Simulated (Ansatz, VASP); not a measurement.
WC in VASP and in Ansatz

INCAR

```
SYSTEM = WC
PREC     = Accurate       ! precision mode
ENCUT    = 600            ! plane-wave cutoff, eV
EDIFF    = 1E-6           ! SCF threshold, eV
ISMEAR   = -1             ! smearing method
SIGMA    = 0.05           ! smearing width, eV
LREAL    = .FALSE.        ! projectors in reciprocal space
LASPH    = .TRUE.         ! aspherical terms in the spheres
NELM     = 60             ! most SCF steps
ALGO     = Normal         ! electronic algorithm
ISIF     = 3              ! what is computed and relaxed
LWAVE    = .FALSE.        ! write WAVECAR
LCHARG   = .FALSE.        ! write CHGCAR
GGA      = PS             ! functional
IBRION   = 2              ! ionic algorithm
NSW      = 80             ! ionic steps
EDIFFG   = -0.02          ! ionic threshold
```

Contents of KPOINTS:

```
regular mesh
0
G
  10 10 10
  0 0 0
```

File POSCAR:

```
WC
1.0
    0.0000000000      2.1926840000      2.1926840000
    2.1926840000      0.0000000000      2.1926840000
    2.1926840000      2.1926840000      0.0000000000
W C
1 1
Direct
    0.0000000000      0.0000000000      0.0000000000
    0.5000000000      0.5000000000      0.5000000000
```

input.yaml

```yaml
crystal:
  lattice:
    - [0.0, 2.192684, 2.192684]
    - [2.192684, 0.0, 2.192684]
    - [2.192684, 2.192684, 0.0]
  atoms:
    - { symbol: W, position: [0.0, 0.0, 0.0] }
    - { symbol: C, position: [0.5, 0.5, 0.5] }
kpoints:
  mp_grid: { grid: [10, 10, 10] }
scf:
  occupations: { method: fermi_dirac, width: 0.05 }
hamiltonian:
  xc: pbesol
  pseudopotentials: { kind: all_electron, lapw: { basis_error: 0.001 } }
output:
  forces: true
  stress: true
relax:
  f_tol: 0.02
  max_steps: 60
  cell: {}
```

Alike in both runs: task relaxation of cell and atoms; functional PBEsol; k mesh 10 × 10 × 10; occupations fermi-dirac, width 0.05 eV; no spin polarisation.

|  | VASP | Ansatz |
| --- | --- | --- |
| version | VASP 6.6.1 | Ansatz 0.2.0 |
| potentials or method | VASP PAW PBE potentials, release 64 (W_sv, C), cutoff 600 eV | all-electron LAPW, scalar-relativistic |

Ansatz gave:

- relaxed volume (Å³/atom): 10.25
- relaxed cell length with the largest relative difference (Å): 3.072

Task: Which values does VASP return?

Result: Relaxed volume (Å³/atom): 10.29; relaxed cell length with the largest relative difference (Å): 3.076.

VASP's potentials were made for PBE, not for PBEsol. Ansatz ran all-electron here, and VASP with PAW potentials.

Spin-orbit coupling is off throughout. Noted on VASP's run: too few bands were computed for a metal, which touches its energy and stress.
